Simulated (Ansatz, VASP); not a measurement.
## CdS5 in VASP and in Ansatz

Contents of INCAR:

```
SYSTEM = CdS5
PREC = Accurate
ENCUT = 600
EDIFF = 1E-7
ISMEAR = 0
SIGMA = 0.2
LREAL = .False.
LASPH = .True.
NELM = 60
ALGO = Normal
ISIF = 3
LWAVE = .False.
LCHARG = .False.
GGA = PE
IBRION = 2
NSW = 36
EDIFFG = -0.08
```

Contents of KPOINTS:

```
regular mesh
0
Gamma
  4 4 2
  0 0 0
```

POSCAR

```
CdS5
1.0
    2.9700000000     -2.9700000000      0.0000000000
    2.9700000000      2.9700000000      0.0000000000
    0.0000000000      0.0000000000      7.6500000000
Cd S
1 5
Direct
    0.0000000000      0.0000000000      0.0000000000
    0.7540000000      0.1280000000      0.7060000000
    0.0200000000      0.9800000000      0.5000000000
    0.8720000000      0.2460000000      0.2940000000
    0.5000000000      0.0000000000      0.1900000000
    0.0000000000      0.5000000000      0.8100000000
```

Input for Ansatz:

```yaml
crystal:
  lattice:
    - [2.97, -2.97, 0.0]
    - [2.97, 2.97, 0.0]
    - [0.0, 0.0, 7.65]
  atoms:
    - { symbol: Cd, position: [0.0, 0.0, 0.0] }
    - { symbol: S, position: [0.754, 0.128, 0.706] }
    - { symbol: S, position: [0.02, 0.98, 0.5] }
    - { symbol: S, position: [0.872, 0.246, 0.294] }
    - { symbol: S, position: [0.5, 0.0, 0.19] }
    - { symbol: S, position: [0.0, 0.5, 0.81] }
basis:
  ecutwfc: 420
kpoints:
  mp_grid: { grid: [4, 4, 2] }
hamiltonian:
  xc: pbe
scf:
  occupations: { method: gaussian, width: 0.2 }
  lower_state_search: "off"
output:
  forces: true
  stress: true
  eigenvalues: true
relax:
  adjacent_minimum: "off"
  f_tol: 0.08
  max_steps: 16
  cell: { stress_tol: 0.8 }
```

Alike in both runs: task relaxation of cell and atoms; functional PBE; k mesh 4 × 4 × 2; occupations gaussian, width 0.2 eV; no spin polarisation.

|  | VASP | Ansatz |
| --- | --- | --- |
| version | VASP 6.6.1 | Ansatz 0.2.0 |
| potentials or method | VASP PAW PBE potentials, release 64 (Cd, S), cutoff 600 eV | scalar-relativistic, plane waves, PAW |
| valence electrons in the cell | 42 | 50 |

Ansatz gave:

```
gap on the k mesh at the Fermi level, each at its own relaxed structure (eV) : 1.44
relaxed volume (Å³/atom)                                                     : 29.49
relaxed cell length with the largest relative difference (Å)                 : 9.251
```

Estimate VASP's values.

gap on the k mesh at the Fermi level, each at its own relaxed structure (eV): 1.50; relaxed volume (Å³/atom): 28.64; relaxed cell length with the largest relative difference (Å): 9.078.

VASP's potentials hold 42 valence electrons a cell and Ansatz's 50, so a difference there can come from the potentials and not from the codes.

Noted on VASP's run: the volume moved by over 15 % at a fixed basis, so the end points are rough.
